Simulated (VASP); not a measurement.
# K (Im-3m) in VASP: notebook

The runs below take K through single point, with LDA.

Everything below comes from runs of VASP 6.6.1. Logs are shortened: lines on timing, memory, paths and dates and some standing lists are left out, and cuts for length are marked.

### Step 1. The cell of the first run

Symmetry: Im-3m, No. 229, cubic system. Conventional cell: a = 5.048 Å, b = 5.048 Å, c = 5.048 Å, α = 90.00°, β = 90.00°, γ = 90.00°. Within 5.7 Å of K (site symmetry m-3m) lie 14 K at 4.37 to 5.05 Å.

### Step 2. Single point, LDA

Input file INCAR:

```
SYSTEM = K
  ALGO = Normal
  EDIFF = 1E-7
  ENCUT = 520
  GGA = CA
  ISIF = 2
  ISMEAR = 1
  LASPH = .TRUE.
  LCHARG = .FALSE.
  LREAL = .FALSE.
  LWAVE = .FALSE.
  NBANDS = 10
  NELM = 80
  PREC = Accurate
  SIGMA = 1.0
```

Input file KPOINTS:

```
k-points
0
G
  9 9 9
  0 0 0
```

Input file POSCAR:

```
K
1.0
   -2.5241928768      2.5241928768      2.5241928768
    2.5241928768     -2.5241928768      2.5241928768
    2.5241928768      2.5241928768     -2.5241928768
K
1
Direct
    0.0000000000      0.0000000000      0.0000000000
```

Potentials or basis: VASP PAW LDA potentials, release 64 (K_sv).

Run with:

```
> cat potpaw_LDA.64/K_sv/POTCAR > POTCAR
> mpirun -np 1 vasp_std > vasp.out
```

OUTCAR:

```text
SYSTEM = K
   EDIFF = 1E-7
   ENCUT = 520
   GGA = CA
   ISIF = 2
   ISMEAR = 1
   LASPH = .TRUE.
   LREAL = .FALSE.
   NELM = 80
   PREC = Accurate

 ion  position               nearest neighbor table
   1  0.000  0.000  0.000-

  LATTYP: Found a body centered cubic cell.
 ALAT       =     5.0483857536

  Lattice vectors:

 A1 = (  -2.5241928768,   2.5241928768,   2.5241928768)
 A2 = (   2.5241928768,  -2.5241928768,   2.5241928768)
 A3 = (   2.5241928768,   2.5241928768,  -2.5241928768)

Analysis of symmetry for initial positions (statically):
=====================================================================
 Subroutine PRICEL returns:
 Original cell was already a primitive cell.

 Routine SETGRP: Setting up the symmetry group for a
 body centered cubic supercell.

 Subroutine GETGRP returns: Found 48 space group operations
 (whereof 48 operations were pure point group operations)
 out of a pool of 48 trial point group operations.

The static configuration has the point symmetry O_h .

Analysis of symmetry for dynamics (positions and initial velocities):
=====================================================================
 Subroutine PRICEL returns:
 Original cell was already a primitive cell.

 Routine SETGRP: Setting up the symmetry group for a
 body centered cubic supercell.

 Subroutine GETGRP returns: Found 48 space group operations
 (whereof 48 operations were pure point group operations)
 out of a pool of 48 trial point group operations.

The dynamic configuration has the point symmetry O_h .

 Subroutine INISYM returns: Found 48 space group operations
 (whereof 48 operations are pure point group operations),
 and found     1 'primitive' translations

----------------------------------------------------------------------------------------

                                     Primitive cell

  volume of cell :      64.3321

  direct lattice vectors                    reciprocal lattice vectors
    -2.524192877  2.524192877  2.524192877     0.000000000  0.198083120  0.198083120
     2.524192877 -2.524192877  2.524192877     0.198083120  0.000000000  0.198083120
     2.524192877  2.524192877 -2.524192877     0.198083120  0.198083120  0.000000000

  length of vectors
     4.372030311  4.372030311  4.372030311     0.280131834  0.280131834  0.280131834

  position of ions in fractional coordinates (direct lattice)
     0.000000000  0.000000000  0.000000000

  ion indices of the primitive-cell ions
   primitive index   ion index
                 1           1

----------------------------------------------------------------------------------------

 KPOINTS: k-points

Automatic generation of k-mesh.
 Grid dimensions read from file:
 generate k-points for:    9    9    9

 Generating k-lattice:

  Cartesian coordinates                     Fractional coordinates (reciprocal lattice)
     0.000000000  0.022009236  0.022009236     0.111111111  0.000000000  0.000000000
     0.022009236  0.000000000  0.022009236     0.000000000  0.111111111  0.000000000
     0.022009236  0.022009236  0.000000000     0.000000000  0.000000000  0.111111111

  Length of vectors
     0.031125759  0.031125759  0.031125759

  Shift w.r.t. Gamma in fractional coordinates (k-lattice)
     0.000000000  0.000000000  0.000000000

 Subroutine IBZKPT returns following result:
 ===========================================

 Found     35 irreducible k-points:

 Following reciprocal coordinates:
            Coordinates               Weight
  0.000000  0.000000  0.000000      1.000000
  0.111111  0.000000  0.000000     12.000000
  0.222222  0.000000  0.000000     12.000000
  0.333333  0.000000  0.000000     12.000000
  0.444444  0.000000  0.000000     12.000000
  0.111111  0.111111  0.000000     24.000000
[... 16 lines left out ...]
 -0.333333  0.444444  0.111111     48.000000
 -0.444444 -0.444444  0.111111     24.000000
 [... further k-points ...]
   k-points           NKPTS =     35   k-points in BZ     NKDIM =     35   number of bands    NBANDS=     10
   number of dos      NEDOS =    301   number of ions     NIONS =      1
   total plane-waves  NPLWV =  46656
   dimension x,y,z NGX =    36 NGY =   36 NGZ =   36
   dimension x,y,z NGXF=    72 NGYF=   72 NGZF=   72
   ions per type =               1
   NGX,Y,Z   is equivalent  to a cutoff of  13.69, 13.69, 13.69 a.u.
   NGXF,Y,Z  is equivalent  to a cutoff of  27.38, 27.38, 27.38 a.u.
 SYSTEM =  K
   PREC   = accura    normal or accurate (medium, high low for compatibility)
   ISTART =      0    job   : 0-new  1-cont  2-samecut
   ICHARG =      2    charge: 1-file 2-atom 10-const
   ISPIN  =      1    spin polarized calculation?
   LNONCOLLINEAR =      F non collinear calculations
   LSORBIT =      F    spin-orbit coupling
   LASPH  =      T    aspherical Exc in radial PAW
   ENCUT  =  520.0 eV  38.22 Ry    6.18 a.u.   8.13  8.13  8.13*2*pi/ulx,y,z
   NELM   =     80;   NELMIN=  2; NELMDL= -5     # of ELM steps
   EDIFF  = 0.1E-06   stopping-criterion for ELM
   LREAL  =      F    real-space projection
   EDIFFG = 0.1E-05   stopping-criterion for IOM
   NSW    =      0    number of steps for IOM
   IBRION =     -1    ionic relax: 0-MD 1-quasi-New 2-CG
   NFREE  =      0    steps in history (QN), initial steepest desc. (CG)
   ISIF   =      2    stress and relaxation
   ISYM   =      2    0-nonsym 1-usesym 2-fastsym
   POTIM  = 0.5000    time-step for ionic-motion
   TEBEG  =    0.0;   TEEND  =   0.0 temperature during run
   PSTRESS=    0.0 pullay stress
   NELECT =       9.0000    total number of electrons
   NUPDOWN=      -1.0000    fix difference up-down
   EMIN   =  10.00;   EMAX   =-10.00  energy-range for DOS
   EFERMI =   0.00;   METHOD = LEGACY
   ISMEAR =     1;   SIGMA  =   1.00  broadening in eV -4-tet -1-fermi 0-gaus
   EFERMI_NEDOS =   21; number of points for ismear=-14 and -15
   IALGO  =     38    algorithm
   IMIX   =      4    mixing-type and parameters
     AMIX     =   0.40;   BMIX     =  1.00
     AMIX_MAG =   1.60;   BMIX_MAG =  1.00
  volume/ion in A,a.u.               =      64.33       434.13
  Fermi-wavevector in a.u.,A,eV,Ry     =   0.849858  1.605999  9.826930  0.722259
  Thomas-Fermi vector in A             =   1.965745
   LORBIT       =      0    0 simple, 1 ext, 2 COOP (PROOUT), +10 PAW based schemes
   GGA     = CA    functional components
   LHFCALC =     F    Hartree Fock is set to
   AEXX    =    0.0000 exact exchange contribution
   IVDW    =     0    specifies the selected vdW correction
   LEPSILON=     F    determine dielectric tensor
   LRPA    =     F    only Hartree local field effects (RPA)
 non-spin polarized calculation
 Methfessel and Paxton  Order N= 1 SIGMA  =   1.00
  energy-cutoff  :      520.00
  volume of cell :       64.33
 maximum number of plane-waves:      1754
 NGX is ok and might be reduce to    36
   NGX = 17   NGY = 17   NGZ = 17

 number of electron       9.0000001 magnetization

 Free energy of the ion-electron system (eV)
  ---------------------------------------------------
  ext. energy  EPLUGINS =         0.00000000
  ---------------------------------------------------
  free energy    TOTEN  =        -1.16148506 eV

  energy without entropy =       -1.17564074  energy(sigma->0) =       -1.16620362

 E-fermi :   0.0096     XC(G=0):  -6.2254

 val. band max:       -0.0687896524   @ k =  -0.3333   0.4444   0.1111
 cond. band min:       0.0265326370   @ k =   0.4444   0.0000   0.0000
 fundamental gap:      0.0953222894
 Fermi energy:         0.0096093960

 k-point     1 :       0.0000    0.0000    0.0000
  band No.  band energies     occupation
      1     -31.7511      2.00000
      2     -15.4179      2.00000
      3     -15.4179      2.00000
      4     -15.4179      2.00000
      5      -2.3685      2.00392
      6       4.2713     -0.00000
      7       4.2713     -0.00000
      8       4.2713     -0.00000
      9       5.3003     -0.00000
     10       5.3003     -0.00000

 k-point     2 :       0.1111    0.0000    0.0000
  band No.  band energies     occupation
      1     -31.7501      2.00000
      2     -15.4314      2.00000
      3     -15.4223      2.00000
      4     -15.4179      2.00000
      5      -2.1964      2.00778
      6       4.0392     -0.00000
      7       4.0785     -0.00000
      8       4.4164     -0.00000
      9       5.0780     -0.00000
     10       5.2731     -0.00000

 k-point     3 :       0.2222    0.0000    0.0000
  band No.  band energies     occupation
      1     -31.7476      2.00000
      2     -15.4652      2.00000
      3     -15.4333      2.00000
      4     -15.4180      2.00000
      5      -1.6973      2.03649
      6       3.2207     -0.00005
      7       3.6822     -0.00000
      8       4.8435     -0.00000
      9       5.0730     -0.00000
     10       5.2720     -0.00000

 k-point     4 :       0.3333    0.0000    0.0000
  band No.  band energies     occupation
      1     -31.7448      2.00000
      2     -15.5029      2.00000
      3     -15.4458      2.00000
      4     -15.4180      2.00000
      5      -0.9233      2.03339
      6       2.2056     -0.00807
      7       3.3267     -0.00003
      8       5.1509     -0.00000
      9       5.4161     -0.00000
     10       5.5285     -0.00000
[... 222 lines left out ...]
 k-point    22 :      -0.4444    0.4444    0.1111
  band No.  band energies     occupation
      1     -31.7422      2.00000
      2     -15.5236      2.00000
      3     -15.4589      2.00000
      4     -15.4276      2.00000
      5       0.1716      0.72975
      6       1.2551     -0.07079
      7       3.2034     -0.00006
      8       4.3165     -0.00000
      9       5.6246     -0.00000
     10       6.3871     -0.00000

 k-point    23 :      -0.3333    0.4444    0.1111
  band No.  band energies     occupation
      1     -31.7421      2.00000
      2     -15.5103      2.00000
      3     -15.4657      2.00000
      4     -15.4358      2.00000
      5      -0.0688      1.13224
      6       1.8668     -0.02466
      7       2.9307     -0.00029
      8       4.3462     -0.00000
      9       5.2621     -0.00000
     10       5.9473     -0.00000

 k-point    24 :      -0.4444   -0.4444    0.1111
  band No.  band energies     occupation
      1     -31.7412      2.00000
      2     -15.5191      2.00000
      3     -15.4717      2.00000
      4     -15.4357      2.00000
      5       0.8464      0.00225
      6       0.9698     -0.04098
      7       2.7868     -0.00061
      8       4.2824     -0.00000
      9       5.4280     -0.00000
     10       6.1467     -0.00000

 [... further k-points ...]

------------------------ aborting loop because EDIFF is reached ----------------------------------------

  FORCE on cell =-STRESS in cart. coord.  units (eV):
  Direction    XX          YY          ZZ          XY          YZ          ZX
  --------------------------------------------------------------------------------------
  -------------------------------------------------------------------------------------
  Total       -0.0093939     -0.0093939     -0.0093939      0.0000000      0.0000000      0.0000000
  in kB       -0.2339537     -0.2339537     -0.2339537      0.0000000      0.0000000      0.0000000
  external PRESSURE =      -0.2339537 kB  Pullay stress =       0.0000000 kB

 VOLUME and BASIS-vectors are now :
 -----------------------------------------------------------------------------
  energy-cutoff  :      520.00
  volume of cell :       64.33
      direct lattice vectors                 reciprocal lattice vectors
    -2.524192877  2.524192877  2.524192877     0.000000000  0.198083120  0.198083120
     2.524192877 -2.524192877  2.524192877     0.198083120  0.000000000  0.198083120
     2.524192877  2.524192877 -2.524192877     0.198083120  0.198083120  0.000000000

 POSITION                                       TOTAL-FORCE (eV/Angst)
 -----------------------------------------------------------------------------------
      0.00000      0.00000      0.00000         0.000000     -0.000000     -0.000000
 -----------------------------------------------------------------------------------
    total drift:                               -0.000000      0.000000      0.000000

  FREE ENERGIE OF THE ION-ELECTRON SYSTEM (eV)
  ---------------------------------------------------
  free  energy   TOTEN  =        -1.1614850623 eV

  energy  without entropy=       -1.1756407426  energy(sigma->0) =       -1.16620362
```

It took 7.6 s on 1 thread of Intel Xeon 6975P-C (Granite Rapids), shared host; peak memory 0.17 GiB.

Results:

```
Free energy : -1.1615 eV
Pressure    : 0.0 GPa
```

### Step 3. Single point, LDA

Input file INCAR:

```
SYSTEM = K
  PREC = Accurate
  ENCUT = 520
  EDIFF = 1E-7
  ISMEAR = 1
  SIGMA = 0.01
  LREAL = .False.
  LASPH = .True.
  NELM = 100
  ALGO = Normal
  ISIF = 2
  LWAVE = .False.
  LCHARG = .False.
  GGA = CA
  NBANDS = 10
```

Input file KPOINTS:

```
Automatic mesh
0
Gamma
  9 9 9
  0 0 0
```

POSCAR is that of step 2.

Potentials or basis: VASP PAW LDA potentials, release 64 (K_sv).

Run with:

```
> cat potpaw_LDA.64/K_sv/POTCAR > POTCAR
> mpirun -np 1 vasp_std > vasp.out
```

It took 7.8 s on 1 thread of Intel Xeon 6975P-C (Granite Rapids), shared host; peak memory 0.17 GiB.

It converged, with:

| Item | Value |
| --- | --- |
| Free energy | -1.1677 eV |
| Pressure | 0.0 GPa |

Levels at points of the mesh, in eV from the Fermi level:
```csv
k point,band 1,band 2,band 3,band 4,band 5,band 6,band 7,band 8,band 9
"(0.00, 0.00, 0.00)",-31.69,-15.35,-15.35,-15.35,-2.31,4.34,4.34,4.34,5.36
```

(Part 1 of 2 ends here.)
